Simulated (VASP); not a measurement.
Here is a VASP 6.6.1 calculation.

File INCAR:

```
SYSTEM = TiSiTe4
  PREC = Accurate
  ENCUT = 520
  EDIFF = 1E-6
  ISMEAR = 0
  SIGMA = 0.1
  LREAL = .False.
  LASPH = .True.
  NELM = 60
  ALGO = Normal
  ISIF = 2
  LWAVE = .False.
  LCHARG = .False.
  GGA = PE
  NBANDS = 29
```

KPOINTS

```
regular mesh
0
Gamma
  3 3 4
  0 0 0
```

Contents of POSCAR:

```
TiSiTe4
1.0
    6.1142981610      0.0000000000      0.0000000000
   -3.0571490805      5.2951375338      0.0000000000
    0.0000000000      0.0000000000      7.4084791430
Ti Si Te
1 1 4
Direct
    0.0000000000      0.0000000000      0.1494213358
    0.0000000000      0.0000000000      0.4688184557
    0.5000000000      0.0000000000      0.2768621915
    0.0000000000      0.5000000000      0.2768621915
    0.5000000000      0.5000000000      0.2768621915
    0.0000000000      0.0000000000      0.7901832039
```

Potentials or basis: VASP PAW PBE potentials, release 64 (Ti_sv, Si, Te).

Launch:

```sh
$ cat potpaw_PBE.64/Ti_sv/POTCAR potpaw_PBE.64/Si/POTCAR potpaw_PBE.64/Te/POTCAR > POTCAR
$ mpirun -np 1 vasp_std > vasp.out
```

(1) What does it give for the largest force?

(2) Predict the band gap on the k mesh.

Results:

(1) 0.022 eV/Å.

(2) zero (band 20 reaches 3.69 eV, above the bottom of band 21 at 2.85 eV).

Caveat: the k points lie up to 0.40 Å⁻¹ apart; spin-orbit coupling is left out, which moves the levels of the heavy elements.
